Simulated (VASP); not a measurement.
# Ir (Fm-3m) in VASP: settings compared

Ir is run at these levels: r2SCAN0, r2SCAN; tasks: single point.

Everything below comes from runs of VASP 6.6.1. Logs are shortened: lines on timing, memory, paths and dates and some standing lists are left out, and cuts for length are marked.

## (1) The cell of the first run

The structure is cubic, space group Fm-3m (No. 225). Conventional cell: a = 3.845 Å, b = 3.845 Å, c = 3.845 Å, α = 90.00°, β = 90.00°, γ = 90.00°. Ir (site symmetry m-3m) has 12 Ir at 2.72 Å within 3.6 Å.

## (2) Single point, r2SCAN0, collinear spin

Contents of POSCAR:

```
Ir
1.0
    0.0000000000      1.9225767074      1.9225767074
    1.9225767074      0.0000000000      1.9225767074
    1.9225767074      1.9225767074      0.0000000000
Ir
1
Direct
    0.0000000000      0.0000000000      0.0000000000
```

Contents of INCAR.step1:

```
ALGO = Normal ; EDIFF = 1E-5
ENCUT = 440 ; GGA = PE
GGA_COMPAT = F ; ISIF = 2
ISMEAR = -1 ; ISPIN = 2
LASPH = T ; LCHARG = F
LMAXMIX = 4 ; LORBIT = 11
LREAL = F ; LWAVE = T
MAGMOM = 1 ; NBANDS = 14
NELM = 200 ; PREC = Accurate
SIGMA = 0.1
```

Contents of INCAR.step2:

```
AEXX = 0.25 ; ALGO = Normal
EDIFF = 1E-6 ; ENCUT = 440
GGA_COMPAT = F ; ISIF = 2
ISMEAR = -1 ; ISPIN = 2
ISTART = 1 ; LASPH = T
LCHARG = F ; LHFCALC = T
LMAXMIX = 4 ; LMIXTAU = T
LORBIT = 11 ; LREAL = F
LWAVE = F ; MAGMOM = 1
METAGGA = R2SCAN ; NBANDS = 14
NELM = 200 ; PREC = Accurate
PRECFOCK = Normal ; SIGMA = 0.1
```

Contents of KPOINTS:

```
k-points
0
Gamma
  7 7 7
```

Potentials or basis: VASP PAW PBE potentials, release 64 (Ir).

Launch:

```sh
> cat potpaw_PBE.64/Ir/POTCAR > POTCAR
> cp INCAR.step1 INCAR
> mpirun -np 1 vasp_std > vasp.out
> cp INCAR.step2 INCAR
> mpirun -np 1 vasp_std > vasp.out
```

OUTCAR:

```text
AEXX = 0.25
   EDIFF = 1E-6
   ENCUT = 440
   ISIF = 2
   ISMEAR = -1
   ISPIN = 2
   ISTART = 1
   LASPH = T
   LHFCALC = T
   LORBIT = 11
   LREAL = F
   METAGGA = R2SCAN
   NELM = 200
   PREC = Accurate
   PRECFOCK = Normal

 ion  position               nearest neighbor table
   1  0.000  0.000  0.000-

  LATTYP: Found a face centered cubic cell.
 ALAT       =     3.8451534148

  Lattice vectors:

 A1 = (   0.0000000000,   1.9225767074,   1.9225767074)
 A2 = (   1.9225767074,   0.0000000000,   1.9225767074)
 A3 = (   1.9225767074,   1.9225767074,   0.0000000000)

Analysis of symmetry for initial positions (statically):
=====================================================================
 Subroutine PRICEL returns:
 Original cell was already a primitive cell.

 Routine SETGRP: Setting up the symmetry group for a
 face centered cubic supercell.

 Subroutine GETGRP returns: Found 48 space group operations
 (whereof 48 operations were pure point group operations)
 out of a pool of 48 trial point group operations.

The static configuration has the point symmetry O_h .

Analysis of symmetry for dynamics (positions and initial velocities):
=====================================================================
 Subroutine PRICEL returns:
 Original cell was already a primitive cell.

 Routine SETGRP: Setting up the symmetry group for a
 face centered cubic supercell.

 Subroutine GETGRP returns: Found 48 space group operations
 (whereof 48 operations were pure point group operations)
 out of a pool of 48 trial point group operations.

The dynamic configuration has the point symmetry O_h .

Analysis of structural, dynamic, and magnetic symmetry:
=====================================================================
 Subroutine PRICEL returns:
 Original cell was already a primitive cell.

 Routine SETGRP: Setting up the symmetry group for a
 face centered cubic supercell.

 Subroutine GETGRP returns: Found 48 space group operations
 (whereof 48 operations were pure point group operations)
 out of a pool of 48 trial point group operations.

The overall configuration has the point symmetry O_h .

 Subroutine INISYM returns: Found 48 space group operations
 (whereof 48 operations are pure point group operations),
 and found     1 'primitive' translations

----------------------------------------------------------------------------------------

                                     Primitive cell

  volume of cell :      14.2128

  direct lattice vectors                    reciprocal lattice vectors
     0.000000000  1.922576707  1.922576707    -0.260067647  0.260067647  0.260067647
     1.922576707  0.000000000  1.922576707     0.260067647 -0.260067647  0.260067647
     1.922576707  1.922576707  0.000000000     0.260067647  0.260067647 -0.260067647

  length of vectors
     2.718934054  2.718934054  2.718934054     0.450450378  0.450450378  0.450450378

  position of ions in fractional coordinates (direct lattice)
     0.000000000  0.000000000  0.000000000

  ion indices of the primitive-cell ions
   primitive index   ion index
                 1           1

----------------------------------------------------------------------------------------

 KPOINTS: k-points

Automatic generation of k-mesh.
 Grid dimensions read from file:
 generate k-points for:    7    7    7

 Generating k-lattice:

  Cartesian coordinates                     Fractional coordinates (reciprocal lattice)
    -0.037152521  0.037152521  0.037152521     0.142857143  0.000000000  0.000000000
     0.037152521 -0.037152521  0.037152521     0.000000000  0.142857143  0.000000000
     0.037152521  0.037152521 -0.037152521     0.000000000  0.000000000  0.142857143

  Length of vectors
     0.064350054  0.064350054  0.064350054

  Shift w.r.t. Gamma in fractional coordinates (k-lattice)
     0.000000000  0.000000000  0.000000000

 Subroutine IBZKPT returns following result:
 ===========================================

 Found     20 irreducible k-points:

 Following reciprocal coordinates:
            Coordinates               Weight
  0.000000  0.000000  0.000000      1.000000
  0.142857  0.000000  0.000000      8.000000
  0.285714  0.000000  0.000000      8.000000
  0.428571  0.000000  0.000000      8.000000
  0.142857  0.142857  0.000000      6.000000
  0.285714  0.142857  0.000000     24.000000
[... 12 lines left out ...]
 -0.428571  0.428571  0.142857     24.000000
 -0.285714  0.428571  0.142857     24.000000
   k-points           NKPTS =     20   k-points in BZ     NKDIM =    343   number of bands    NBANDS=     14
   number of dos      NEDOS =    301   number of ions     NIONS =      1
   total plane-waves  NPLWV =   8000
   dimension x,y,z NGX =    20 NGY =   20 NGZ =   20
   dimension x,y,z NGXF=    40 NGYF=   40 NGZF=   40
   ions per type =               1
   NGX,Y,Z   is equivalent  to a cutoff of  12.23, 12.23, 12.23 a.u.
   NGXF,Y,Z  is equivalent  to a cutoff of  24.46, 24.46, 24.46 a.u.
 SYSTEM =  unknown system
   PREC   = accura    normal or accurate (medium, high low for compatibility)
   ISTART =      1    job   : 0-new  1-cont  2-samecut
   ICHARG =      0    charge: 1-file 2-atom 10-const
   ISPIN  =      2    spin polarized calculation?
   LNONCOLLINEAR =      F non collinear calculations
   LSORBIT =      F    spin-orbit coupling
   LASPH  =      T    aspherical Exc in radial PAW
   ENCUT  =  440.0 eV  32.34 Ry    5.69 a.u.   4.65  4.65  4.65*2*pi/ulx,y,z
   NELM   =    200;   NELMIN=  2; NELMDL=  0     # of ELM steps
   EDIFF  = 0.1E-05   stopping-criterion for ELM
   LREAL  =      F    real-space projection
   EDIFFG = 0.1E-04   stopping-criterion for IOM
   NSW    =      0    number of steps for IOM
   IBRION =     -1    ionic relax: 0-MD 1-quasi-New 2-CG
   NFREE  =      0    steps in history (QN), initial steepest desc. (CG)
   ISIF   =      2    stress and relaxation
   ISYM   =      3    0-nonsym 1-usesym 2-fastsym
   POTIM  = 0.5000    time-step for ionic-motion
   TEBEG  =    0.0;   TEEND  =   0.0 temperature during run
   PSTRESS=    0.0 pullay stress
   NELECT =       9.0000    total number of electrons
   NUPDOWN=      -1.0000    fix difference up-down
   EMIN   =  10.00;   EMAX   =-10.00  energy-range for DOS
   EFERMI =   0.00;   METHOD = LEGACY
   ISMEAR =    -1;   SIGMA  =   0.10  broadening in eV -4-tet -1-fermi 0-gaus
   EFERMI_NEDOS =   21; number of points for ismear=-14 and -15
   IALGO  =     38    algorithm
   IMIX   =      1    mixing-type and parameters
     AMIX     =   0.40;   BMIX     =  1.00
     AMIX_MAG =   1.60;   BMIX_MAG =  1.00
  volume/ion in A,a.u.               =      14.21        95.91
  Fermi-wavevector in a.u.,A,eV,Ry     =   1.405817  2.656608 26.889469  1.976320
  Thomas-Fermi vector in A             =   2.528240
   LORBIT       =     11    0 simple, 1 ext, 2 COOP (PROOUT), +10 PAW based schemes
   METAGGA = R2SCAN    functional components
   LHFCALC =     T    Hartree Fock is set to
   PRECFOCK=normal    Normal, Fast or Accurate (Low or Medium for compatibility)
   ENCUT4O =  -1.0   cutoff for four orbital integrals eV
   NKREDX  =     1    reduce k-point grid by
   NKREDY  =     1    reduce k-point grid by
   NKREDZ  =     1    reduce k-point grid by
   AEXX    =    0.2500 exact exchange contribution
   HFSCREEN=    0.0000 screening length (either q_TF or 0.3 A-1)
   HFSCREENC=   0.0000 screening length for correlation (either q_TF or 0.3 A-1)
   ENCUTFOCK=  -1.0 apply spherical cutoff to Coloumb kernel
   IVDW    =     0    specifies the selected vdW correction
   LEPSILON=     F    determine dielectric tensor
   LRPA    =     F    only Hartree local field effects (RPA)
 spin polarized calculation
  energy-cutoff  :      440.00
  volume of cell :       14.21
 maximum number of plane-waves:       307
  NGX = 14; NGY = 14; NGZ = 14

 number of electron       9.0000000 magnetization      -0.0335747

 Free energy of the ion-electron system (eV)
  ---------------------------------------------------
  ext. energy  EPLUGINS =         0.00000000
  ---------------------------------------------------
  free energy    TOTEN  =       -44.19095589 eV

  energy without entropy =      -44.18922753  energy(sigma->0) =      -44.19009171

 E-fermi :   9.4406     XC(G=0): -11.8557

 val. band max:        9.1505577194   @ k =  -0.4286   0.4286   0.0000
 cond. band min:       9.9193754511   @ k =  -0.4286   0.4286   0.0000
 fundamental gap:      0.7688177317
 Fermi energy:         9.4405847274

 spin component 1

 k-point     1 :       0.0000    0.0000    0.0000
  band No.  band energies     occupation
      1      -3.1388      1.00000
      2       4.8310      1.00000
      3       4.8310      1.00000
      4       4.8310      1.00000
      5       7.5018      1.00000
      6       7.5018      1.00000
      7      26.1679      0.00000
      8      32.2334      0.00000
      9      32.2334      0.00000
     10      32.2334      0.00000
     11      37.5451      0.00000
     12      45.1938      0.00000
     13      45.1938      0.00000
     14      45.1938      0.00000

 k-point     2 :       0.1429    0.0000    0.0000
  band No.  band energies     occupation
      1      -2.1536      1.00000
      2       4.4140      1.00000
      3       5.2076      1.00000
      4       5.2076      1.00000
      5       7.3906      1.00000
      6       7.3906      1.00000
      7      27.6433      0.00000
      8      28.9952      0.00000
      9      33.7446      0.00000
     10      33.7446      0.00000
[... 294 lines left out ...]
 k-point    20 :      -0.2857    0.4286    0.1429
  band No.  band energies     occupation
      1       2.0461      1.00000
      2       3.0713      1.00000
      3       4.6107      1.00000
      4       7.3528      1.00000
      5      11.5656      0.00000
      6      18.0484      0.00000
      7      20.3105      0.00000
      8      22.2600      0.00000
      9      26.2990      0.00000
     10      35.5757      0.00000
     11      38.9506      0.00000
     12      42.5016      0.00000
     13      45.2079      0.00000
     14      45.4890      0.00000
 Fermi energy:         9.4405847274

 spin component 2

 k-point     1 :       0.0000    0.0000    0.0000
  band No.  band energies     occupation
      1      -3.1355      1.00000
      2       4.8341      1.00000
      3       4.8341      1.00000
      4       4.8341      1.00000
      5       7.3849      1.00000
      6       7.3849      1.00000
      7      26.1737      0.00000
      8      32.2099      0.00000
      9      32.2099      0.00000
     10      32.2099      0.00000
     11      37.5698      0.00000
     12      45.1450      0.00000
     13      45.1450      0.00000
     14      45.1450      0.00000

 k-point     2 :       0.1429    0.0000    0.0000
  band No.  band energies     occupation
      1      -2.1503      1.00000
      2       4.4177      1.00000
      3       5.2051      1.00000
      4       5.2051      1.00000
      5       7.2792      1.00000
      6       7.2792      1.00000
      7      27.6478      0.00000
      8      28.9860      0.00000
      9      33.7185      0.00000
     10      33.7185      0.00000
[... 294 lines left out ...]
 k-point    20 :      -0.2857    0.4286    0.1429
  band No.  band energies     occupation
      1       1.9722      1.00000
      2       3.0652      1.00000
      3       4.6157      1.00000
      4       7.1928      1.00000
      5      11.5693      0.00000
      6      18.0297      0.00000
      7      20.3108      0.00000
      8      22.2229      0.00000
      9      26.2660      0.00000
     10      35.5745      0.00000
     11      38.9431      0.00000
     12      42.5010      0.00000
     13      45.1670      0.00000
     14      45.4309      0.00000

------------------------ aborting loop because EDIFF is reached ----------------------------------------

  FORCE on cell =-STRESS in cart. coord.  units (eV):
  Direction    XX          YY          ZZ          XY          YZ          ZX
  --------------------------------------------------------------------------------------
  -------------------------------------------------------------------------------------
  Total       -0.8045357     -0.8045357     -0.8045357      0.0000000      0.0000000      0.0000000
  in kB      -90.6932271    -90.6932271    -90.6932271      0.0000000      0.0000000      0.0000000
  external PRESSURE =     -90.6932271 kB  Pullay stress =       0.0000000 kB

 VOLUME and BASIS-vectors are now :
 -----------------------------------------------------------------------------
  energy-cutoff  :      440.00
  volume of cell :       14.21
      direct lattice vectors                 reciprocal lattice vectors
     0.000000000  1.922576707  1.922576707    -0.260067647  0.260067647  0.260067647
     1.922576707  0.000000000  1.922576707     0.260067647 -0.260067647  0.260067647
     1.922576707  1.922576707  0.000000000     0.260067647  0.260067647 -0.260067647

 POSITION                                       TOTAL-FORCE (eV/Angst)
 -----------------------------------------------------------------------------------
      0.00000      0.00000      0.00000         0.000000      0.000000      0.000000
 -----------------------------------------------------------------------------------
    total drift:                               -0.000000     -0.000000      0.000000

  FREE ENERGIE OF THE ION-ELECTRON SYSTEM (eV)
  ---------------------------------------------------
  free  energy   TOTEN  =       -44.1909558858 eV

  energy  without entropy=      -44.1892275309  energy(sigma->0) =      -44.19009171

 total charge

# of ion       s       p       d       tot
------------------------------------------
    1        0.676   0.723   6.989   8.388

 magnetization (x)

# of ion       s       p       d       tot
------------------------------------------
    1        0.000   0.001  -0.034  -0.034
```

Run time: 62 min. Hardware: 1 thread of Intel Xeon 8259CL, shared host; peak memory 0.16 GiB.

What came out:

```yaml
Free_energy: -44.1910 eV
Pressure: -9.1 GPa
Net_moment: -0.03 μB per cell
Site_moments: Ir -0.03 μB
Valence_electrons_inside_the_program's_atomic_spheres: Ir 8.39
```

Levels at points of the mesh, in eV from the Fermi level:
Spin up:
```csv
k point,band 1,band 2,band 3,band 4,band 5,band 6,band 7,band 8,band 9
"(0.00, 0.00, 0.00)",-12.58,-4.61,-4.61,-4.61,-1.94,-1.94,16.73,22.79,22.79
```
Spin down:
| k point | band 2 | band 3 | band 4 | band 5 | band 6 | band 7 |
| --- | --- | --- | --- | --- | --- | --- |
| (0.00, 0.00, 0.00) | -4.61 | -4.61 | -4.61 | -2.06 | -2.06 | 16.73 |

Caveat: the k points lie up to 0.40 Å⁻¹ apart; the PAW data sets were made with another functional, which shifts forces and pressure a little; spin-orbit coupling is left out, which moves the levels of the heavy elements.

(Continued in part 2 of 2.)
